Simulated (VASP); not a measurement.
# Zr3S2 (R32) in VASP: a series of runs

The runs below take Zr3S2 through single point, with PBEsol.

Everything below comes from runs of VASP 6.6.1. Logs are shortened: lines on timing, memory, paths and dates and some standing lists are left out, and cuts for length are marked.

## Step 1: The cell of the first run

It takes space group R32 (No. 155, trigonal). Conventional cell: a = 5.729 Å, b = 5.729 Å, c = 9.789 Å, α = 90.00°, β = 90.00°, γ = 120.00°. Zr (site symmetry 2) has 4 S at 2.51 to 2.52 Å and 8 Zr at 3.26 to 3.36 Å within 3.4 Å. S (site symmetry 3) has 6 Zr at 2.51 to 2.52 Å and 4 S at 3.23 to 3.31 Å within 3.4 Å.

## Step 2: Single point, PBEsol (strain +0.000 along x and y, -0.050 along z)

INCAR

```
ALGO = Fast
EDIFF = 1E-7
ENCUT = 520
GGA = PS
ISIF = 2
ISMEAR = 0
LASPH = T
LCHARG = T
LELF = T
LREAL = F
LVHAR = T
LWAVE = F
NBANDS = 32
NELM = 100
PREC = Accurate
SIGMA = 0.15
```

KPOINTS

```
k-points
0
Gamma
  12 12 12
```

POSCAR

```
Zr3S2
1.0
    2.8645729427      1.6538619596      3.2629628141
   -2.8645729427      1.6538619596      3.2629628141
    0.0000000000     -3.3077239191      3.2629628142
Zr S
3 2
Direct
    0.1618381745      0.8381618255      0.5000000000
    0.5000000000      0.1618381745      0.8381618255
    0.8381618255      0.5000000000      0.1618381745
    0.3349612447      0.3349612447      0.3349612447
    0.6650387553      0.6650387553      0.6650387553
```

Potentials or basis: VASP PAW PBE potentials, release 64 (Zr_sv, S).

Launch:

```
cat potpaw_PBE.64/Zr_sv/POTCAR potpaw_PBE.64/S/POTCAR > POTCAR
mpirun -np 1 vasp_std > vasp.out
```

OUTCAR:

```text
EDIFF = 1E-7
   ENCUT = 520
   GGA = PS
   ISIF = 2
   ISMEAR = 0
   LASPH = T
   LREAL = F
   NELM = 100
   PREC = Accurate

 ion  position               nearest neighbor table
   1  0.162  0.838  0.500-   4 2.51   5 2.51   5 2.52   4 2.52   3 3.26   2 3.26   2 3.28   3 3.28
                             3 3.28   2 3.28   3 3.36   2 3.36
   2  0.500  0.162  0.838-   5 2.51   4 2.51   5 2.52   4 2.52   3 3.26   1 3.26   1 3.28   1 3.28
                             3 3.28   3 3.28   3 3.36   1 3.36
   3  0.838  0.500  0.162-   4 2.51   5 2.51   4 2.52   5 2.52   2 3.26   1 3.26   1 3.28   1 3.28
                             2 3.28   2 3.28   2 3.36   1 3.36
   4  0.335  0.335  0.335-   1 2.51   3 2.51   2 2.51   3 2.52   1 2.52   2 2.52
   5  0.665  0.665  0.665-   1 2.51   2 2.51   3 2.51   2 2.52   1 2.52   3 2.52

  LATTYP: Found a trigonal (rhomboedric) cell.
 ALAT       =     4.6462849516
 COS(alpha) =     0.2397821119

  Lattice vectors:

 A1 = (   2.8645729427,   1.6538619596,   3.2629628141)
 A2 = (  -2.8645729427,   1.6538619596,   3.2629628141)
 A3 = (   0.0000000000,  -3.3077239191,   3.2629628142)

Analysis of symmetry for initial positions (statically):
=====================================================================
 Subroutine PRICEL returns:
 Original cell was already a primitive cell.

 Routine SETGRP: Setting up the symmetry group for a
 trigonal (rhombohedral) supercell.

 Subroutine GETGRP returns: Found  6 space group operations
 (whereof  6 operations were pure point group operations)
 out of a pool of 12 trial point group operations.

The static configuration has the point symmetry D_3 .

Analysis of symmetry for dynamics (positions and initial velocities):
=====================================================================
 Subroutine PRICEL returns:
 Original cell was already a primitive cell.

 Routine SETGRP: Setting up the symmetry group for a
 trigonal (rhombohedral) supercell.

 Subroutine GETGRP returns: Found  6 space group operations
 (whereof  6 operations were pure point group operations)
 out of a pool of 12 trial point group operations.

The dynamic configuration has the point symmetry D_3 .

 Subroutine INISYM returns: Found  6 space group operations
 (whereof  6 operations are pure point group operations),
 and found     1 'primitive' translations

----------------------------------------------------------------------------------------

                                     Primitive cell

  volume of cell :      92.7518

  direct lattice vectors                    reciprocal lattice vectors
     2.864572943  1.653861960  3.262962814     0.174546088  0.100774231  0.102156645
    -2.864572943  1.653861960  3.262962814    -0.174546088  0.100774231  0.102156645
     0.000000000 -3.307723919  3.262962814     0.000000000 -0.201548461  0.102156645

  length of vectors
     4.646284952  4.646284952  4.646284952     0.225959648  0.225959648  0.225959648

  position of ions in fractional coordinates (direct lattice)
     0.161838174  0.838161826  0.500000000
     0.500000000  0.161838174  0.838161826
     0.838161826  0.500000000  0.161838174
     0.334961245  0.334961245  0.334961245
     0.665038755  0.665038755  0.665038755

  ion indices of the primitive-cell ions
   primitive index   ion index
                 1           1
                 2           2
                 3           3
                 4           4
                 5           5

----------------------------------------------------------------------------------------

 KPOINTS: k-points

Automatic generation of k-mesh.
 Grid dimensions read from file:
 generate k-points for:   12   12   12

 Generating k-lattice:

  Cartesian coordinates                     Fractional coordinates (reciprocal lattice)
     0.014545507  0.008397853  0.008513054     0.083333333 -0.000000000  0.000000000
    -0.014545507  0.008397853  0.008513054    -0.000000000  0.083333333  0.000000000
     0.000000000 -0.016795705  0.008513054     0.000000000  0.000000000  0.083333333

  Length of vectors
     0.018829971  0.018829971  0.018829971

  Shift w.r.t. Gamma in fractional coordinates (k-lattice)
     0.000000000  0.000000000  0.000000000

 Subroutine IBZKPT returns following result:
 ===========================================

 Found    189 irreducible k-points:

 Following reciprocal coordinates:
            Coordinates               Weight
  0.000000  0.000000  0.000000      1.000000
  0.083333  0.000000 -0.000000      6.000000
  0.166667  0.000000 -0.000000      6.000000
  0.250000 -0.000000 -0.000000      6.000000
  0.333333 -0.000000 -0.000000      6.000000
  0.416667 -0.000000 -0.000000      6.000000
[... 16 lines left out ...]
  0.500000  0.166667 -0.000000     12.000000
 -0.416667  0.166667  0.000000     12.000000
 [... further k-points ...]
   k-points           NKPTS =    189   k-points in BZ     NKDIM =    189   number of bands    NBANDS=     32
   number of dos      NEDOS =    301   number of ions     NIONS =      5
   total plane-waves  NPLWV =  46656
   dimension x,y,z NGX =    36 NGY =   36 NGZ =   36
   dimension x,y,z NGXF=    72 NGYF=   72 NGZF=   72
   ions per type =               3   2
   NGX,Y,Z   is equivalent  to a cutoff of  12.88, 12.88, 12.88 a.u.
   NGXF,Y,Z  is equivalent  to a cutoff of  25.76, 25.76, 25.76 a.u.
 SYSTEM =  unknown system
   PREC   = accura    normal or accurate (medium, high low for compatibility)
   ISTART =      0    job   : 0-new  1-cont  2-samecut
   ICHARG =      2    charge: 1-file 2-atom 10-const
   ISPIN  =      1    spin polarized calculation?
   LNONCOLLINEAR =      F non collinear calculations
   LSORBIT =      F    spin-orbit coupling
   LASPH  =      T    aspherical Exc in radial PAW
   ENCUT  =  520.0 eV  38.22 Ry    6.18 a.u.   8.64  8.64  8.64*2*pi/ulx,y,z
   NELM   =    100;   NELMIN=  2; NELMDL= -5     # of ELM steps
   EDIFF  = 0.1E-06   stopping-criterion for ELM
   LREAL  =      F    real-space projection
   EDIFFG = 0.1E-05   stopping-criterion for IOM
   NSW    =      0    number of steps for IOM
   IBRION =     -1    ionic relax: 0-MD 1-quasi-New 2-CG
   NFREE  =      0    steps in history (QN), initial steepest desc. (CG)
   ISIF   =      2    stress and relaxation
   ISYM   =      2    0-nonsym 1-usesym 2-fastsym
   POTIM  = 0.5000    time-step for ionic-motion
   TEBEG  =    0.0;   TEEND  =   0.0 temperature during run
   PSTRESS=    0.0 pullay stress
   NELECT =      48.0000    total number of electrons
   NUPDOWN=      -1.0000    fix difference up-down
   EMIN   =  10.00;   EMAX   =-10.00  energy-range for DOS
   EFERMI =   0.00;   METHOD = LEGACY
   ISMEAR =     0;   SIGMA  =   0.15  broadening in eV -4-tet -1-fermi 0-gaus
   EFERMI_NEDOS =   21; number of points for ismear=-14 and -15
   IALGO  =     68    algorithm
   IMIX   =      4    mixing-type and parameters
     AMIX     =   0.40;   BMIX     =  1.00
     AMIX_MAG =   1.60;   BMIX_MAG =  1.00
  volume/ion in A,a.u.               =      18.55       125.18
  Fermi-wavevector in a.u.,A,eV,Ry     =   1.314360  2.483781 23.504646  1.727543
  Thomas-Fermi vector in A             =   2.444619
   LORBIT       =      0    0 simple, 1 ext, 2 COOP (PROOUT), +10 PAW based schemes
   GGA     = PS    functional components
   LHFCALC =     F    Hartree Fock is set to
   AEXX    =    0.0000 exact exchange contribution
   IVDW    =     0    specifies the selected vdW correction
   LEPSILON=     F    determine dielectric tensor
   LRPA    =     F    only Hartree local field effects (RPA)
 non-spin polarized calculation
 RMM-DIIS sequential band-by-band and
 Gauss-broadening in eV      SIGMA  =   0.15
  energy-cutoff  :      520.00
  volume of cell :       92.75
 maximum number of plane-waves:      2538
   NGX = 17   NGY = 17   NGZ = 17

 number of electron      48.0000003 magnetization

 Free energy of the ion-electron system (eV)
  ---------------------------------------------------
  ext. energy  EPLUGINS =         0.00000000
  ---------------------------------------------------
  free energy    TOTEN  =       -41.71811485 eV

  energy without entropy =      -41.68908597  energy(sigma->0) =      -41.70360041

 E-fermi :   9.8289     XC(G=0): -11.4685

 val. band max:        9.8270836091   @ k =  -0.0833   0.0833   0.0000
 cond. band min:       9.8339844664   @ k =   0.0833   0.0833   0.0833
 fundamental gap:      0.0069008573
 Fermi energy:         9.8288744746

 k-point     1 :       0.0000    0.0000    0.0000
  band No.  band energies     occupation
      1     -38.9095      2.00000
      2     -38.7956      2.00000
      3     -38.7956      2.00000
      4     -17.2069      2.00000
      5     -17.2069      2.00000
      6     -17.1861      2.00000
[... 24 lines left out ...]
     31      13.4030      0.00000
     32      13.7998      0.00000

 k-point     2 :       0.0833    0.0000   -0.0000
  band No.  band energies     occupation
      1     -38.9075      2.00000
      2     -38.7998      2.00000
      3     -38.7933      2.00000
      4     -17.2505      2.00000
      5     -17.2100      2.00000
      6     -17.2011      2.00000
[... 24 lines left out ...]
     31      13.6050      0.00000
     32      13.8793      0.00000

 k-point     3 :       0.1667    0.0000   -0.0000
  band No.  band energies     occupation
      1     -38.9017      2.00000
      2     -38.8063      2.00000
      3     -38.7924      2.00000
      4     -17.2909      2.00000
      5     -17.2390      2.00000
      6     -17.2231      2.00000
[... 24 lines left out ...]
     31      13.7685      0.00000
     32      14.1038      0.00000

 k-point     4 :       0.2500   -0.0000   -0.0000
  band No.  band energies     occupation
      1     -38.8925      2.00000
      2     -38.8151      2.00000
      3     -38.7925      2.00000
      4     -17.3203      2.00000
      5     -17.2670      2.00000
      6     -17.2354      2.00000
[... 654 lines left out ...]
     31      13.7001      0.00000
     32      14.0155      0.00000

 k-point    23 :       0.5000    0.1667   -0.0000
  band No.  band energies     occupation
      1     -38.8540      2.00000
      2     -38.8462      2.00000
      3     -38.7991      2.00000
      4     -17.3679      2.00000
      5     -17.2705      2.00000
      6     -17.2661      2.00000
[... 24 lines left out ...]
     31      13.4895      0.00000
     32      13.8906      0.00000

 k-point    24 :      -0.4167    0.1667    0.0000
  band No.  band energies     occupation
      1     -38.8587      2.00000
      2     -38.8395      2.00000
      3     -38.8012      2.00000
      4     -17.3458      2.00000
      5     -17.2805      2.00000
      6     -17.2396      2.00000
[... 24 lines left out ...]
     31      13.2667      0.00000
     32      13.9531      0.00000

 [... further k-points ...]

------------------------ aborting loop because EDIFF is reached ----------------------------------------

  FORCE on cell =-STRESS in cart. coord.  units (eV):
  Direction    XX          YY          ZZ          XY          YZ          ZX
  --------------------------------------------------------------------------------------
  -------------------------------------------------------------------------------------
  Total        3.4478422      3.4478422      7.6355436      0.0000000      0.0000000      0.0000000
  in kB       59.5573610     59.5573610    131.8949071      0.0000000      0.0000000      0.0000000
  external PRESSURE =      83.6698763 kB  Pullay stress =       0.0000000 kB

 VOLUME and BASIS-vectors are now :
 -----------------------------------------------------------------------------
  energy-cutoff  :      520.00
  volume of cell :       92.75
      direct lattice vectors                 reciprocal lattice vectors
     2.864572943  1.653861960  3.262962814     0.174546088  0.100774231  0.102156645
    -2.864572943  1.653861960  3.262962814    -0.174546088  0.100774231  0.102156645
     0.000000000 -3.307723919  3.262962814     0.000000000 -0.201548461  0.102156645

 POSITION                                       TOTAL-FORCE (eV/Angst)
 -----------------------------------------------------------------------------------
     -1.93738      0.00000      4.89444        -0.121088     -0.000000      0.000000
      0.96869     -1.67782      4.89444         0.060544     -0.104866      0.000000
      0.96869      1.67782      4.89444         0.060544      0.104866     -0.000000
      0.00000      0.00000      3.27890        -0.000000     -0.000000     -0.007489
      0.00000      0.00000      6.50999        -0.000000      0.000000      0.007489
 -----------------------------------------------------------------------------------
    total drift:                                0.000000     -0.000000      0.000000

  FREE ENERGIE OF THE ION-ELECTRON SYSTEM (eV)
  ---------------------------------------------------
  free  energy   TOTEN  =       -41.7181148517 eV

  energy  without entropy=      -41.6890859674  energy(sigma->0) =      -41.70360041
```

Run time: 13 min. Hardware: 1 thread of Oxide Virtual Turin-like, shared host; peak memory 0.5 GiB.

What came out:

| Item | Value |
| --- | --- |
| Free energy | -41.7181 eV |
| Pressure | 8.4 GPa |
| Largest force | 0.121 eV/Å |
| Band gap on the k mesh | zero (bands 24 and 25 overlap by 0.28 eV) |

Forces in eV/Å, atoms in the order of the input:
```
Zr  -0.121  0.000  0.000
Zr   0.061 -0.105  0.000
Zr   0.061  0.105  0.000
S    0.000  0.000 -0.007
S    0.000  0.000  0.007
```

Stress tensor (GPa, compression positive):
```
 5.96  0.00  0.00
 0.00  5.96  0.00
 0.00  0.00 13.19
```

Caveat: the cell differs from its parent crystal (strain +0.000 along x and y, -0.050 along z); the stress differs along the axes, from 6 to 13 GPa; the PAW data sets were made with another functional, which shifts forces and pressure a little.

## Step 3: Single point, PBEsol (strain -0.025 along x and y, +0.000 along z)

INCAR

```
SYSTEM = Zr3S2
ALGO     = Fast           ! electronic algorithm
EDIFF    = 1E-6           ! SCF threshold, eV
ENCUT    = 520            ! plane-wave cutoff, eV
GGA      = PS             ! functional
ISIF     = 2              ! what is computed and relaxed
ISMEAR   = 0              ! smearing method
LASPH    = .TRUE.         ! aspherical terms in the spheres
LCHARG   = .TRUE.         ! write CHGCAR
LELF     = .TRUE.         ! ELF
LREAL    = .FALSE.        ! projectors in reciprocal space
LVHAR    = .TRUE.       
LWAVE    = .FALSE.        ! write WAVECAR
NBANDS   = 32             ! bands
NELM     = 80             ! most SCF steps
PREC     = Accurate       ! precision mode
SIGMA    = 0.15           ! smearing width, eV
```

KPOINTS

```
k-points
0
G
  12 12 12
  0 0 0
```

POSCAR: that of step 2 with these lines changed.

```diff
@@ -2,5 +2,5 @@
 1.0
-    2.8645729427      1.6538619596      3.2629628141
-   -2.8645729427      1.6538619596      3.2629628141
-    0.0000000000     -3.3077239191      3.2629628142
+    2.7929586191      1.6125154106      3.4346976991
+   -2.7929586191      1.6125154106      3.4346976991
+    0.0000000000     -3.2250308212      3.4346976991
 Zr S
```

Potentials or basis: VASP PAW PBE potentials, release 64 (Zr_sv, S).

Launch:

```
cat potpaw_PBE.64/Zr_sv/POTCAR potpaw_PBE.64/S/POTCAR > POTCAR
mpirun -np 1 vasp_std > vasp.out
```

OUTCAR:

```text
SYSTEM = Zr3S2
   EDIFF = 1E-6
   ENCUT = 520
   GGA = PS
   ISIF = 2
   ISMEAR = 0
   LASPH = .TRUE.
   LREAL = .FALSE.
   NELM = 80
   PREC = Accurate

 ion  position               nearest neighbor table
   1  0.162  0.838  0.500-   4 2.53   5 2.53   5 2.54   4 2.54   3 3.20   2 3.20   3 3.20   2 3.20
                             3 3.27   2 3.27   2 3.44   3 3.44
   2  0.500  0.162  0.838-   5 2.53   4 2.53   5 2.54   4 2.54   3 3.20   3 3.20   1 3.20   1 3.20
                             1 3.27   3 3.27   1 3.44   3 3.44
[... 1049 lines left out ...]
  --------------------------------------------------------------------------------------
  -------------------------------------------------------------------------------------
  Total        4.6778212      4.6778212      3.3775028      0.0000000      0.0000000      0.0000000
  in kB       80.7506560     80.7506560     58.3039743      0.0000000      0.0000000      0.0000000
  external PRESSURE =      73.2684287 kB  Pullay stress =       0.0000000 kB

 VOLUME and BASIS-vectors are now :
 -----------------------------------------------------------------------------
  energy-cutoff  :      520.00
  volume of cell :       92.81
      direct lattice vectors                 reciprocal lattice vectors
     2.792958619  1.612515411  3.434697699     0.179021628  0.103358185  0.097048813
    -2.792958619  1.612515411  3.434697699    -0.179021628  0.103358185  0.097048813
     0.000000000 -3.225030821  3.434697699     0.000000000 -0.206716371  0.097048813

 POSITION                                       TOTAL-FORCE (eV/Angst)
 -----------------------------------------------------------------------------------
     -1.88894      0.00000      5.15205        -0.206750      0.000000      0.000000
      0.94447     -1.63587      5.15205         0.103375     -0.179051     -0.000000
      0.94447      1.63587      5.15205         0.103375      0.179051     -0.000000
      0.00000      0.00000      3.45147         0.000000      0.000000      0.014043
      0.00000      0.00000      6.85262         0.000000     -0.000000     -0.014043
 -----------------------------------------------------------------------------------
    total drift:                                0.000000     -0.000000      0.000000

  FREE ENERGIE OF THE ION-ELECTRON SYSTEM (eV)
  ---------------------------------------------------
  free  energy   TOTEN  =       -41.8284980788 eV

  energy  without entropy=      -41.8021377887  energy(sigma->0) =      -41.81531793
```

OSZICAR:

```text
N       E                     dE             d eps       ncg     rms          rms(c)
DAV:   1     0.445014197765E+03    0.44501E+03   -0.25067E+04 12120   0.148E+03
DAV:   2    -0.609985581687E+01   -0.45111E+03   -0.43410E+03 14064   0.414E+02
DAV:   3    -0.408743456464E+02   -0.34774E+02   -0.33917E+02 19424   0.916E+01
[... 14 lines left out ...]
RMM:  18    -0.418286121133E+02    0.27139E-04   -0.48897E-05 21802   0.282E-02    0.102E-01
RMM:  19    -0.418285010215E+02    0.11109E-03   -0.30358E-04 22093   0.728E-02    0.378E-02
RMM:  20    -0.418285037976E+02   -0.27760E-05   -0.26103E-05 21887   0.254E-02    0.316E-02
RMM:  21    -0.418284972043E+02    0.65933E-05   -0.40842E-05 21340   0.283E-02    0.996E-03
RMM:  22    -0.418284980788E+02   -0.87458E-06   -0.92128E-06 16824   0.136E-02
   1 F= -.41828498E+02 E0= -.41815318E+02  d E =-.263603E-01
```

stdout:

```text
POSCAR found type information on POSCAR ZrS
 POSCAR found :  2 types and       5 ions
 scaLAPACK will be used
 -----------------------------------------------------------------------------
|                                                                             |
|                                                                             |
|     You enforced a specific xc type in the INCAR file but a different       |
[... 41 lines left out ...]
WARNING in EDDRMM: call to ZHEGV failed, returncode =   6  3     16
WARNING in EDDRMM: call to ZHEGV failed, returncode =   6  3      5
WARNING in EDDRMM: call to ZHEGV failed, returncode =   6  3      7
WARNING in EDDRMM: call to ZHEGV failed, returncode =   8  4      5
WARNING in EDDRMM: call to ZHEGV failed, returncode =   8  4      5
WARNING in EDDRMM: call to ZHEGV failed, returncode =   6  3     26
WARNING in EDDRMM: call to ZHEGV failed, returncode =   8  4     29
```

Wall time 14 min (1 thread of Oxide Virtual Turin-like, shared host); peak memory 0.5 GiB.

Results:

* Free energy: -41.8285 eV
* Pressure: 7.3 GPa
* Largest force: 0.207 eV/Å
* Band gap on the k mesh: zero (bands 24 and 25 overlap by 0.38 eV)

Forces on the atoms (eV/Å):
```
Zr  -0.207  0.000  0.000
Zr   0.103 -0.179  0.000
Zr   0.103  0.179  0.000
S    0.000  0.000  0.014
S    0.000  0.000 -0.014
```

Caveat: the cell differs from its parent crystal (strain -0.025 along x and y, +0.000 along z); the cell stands under pressure; the PAW data sets were made with another functional, which shifts forces and pressure a little.
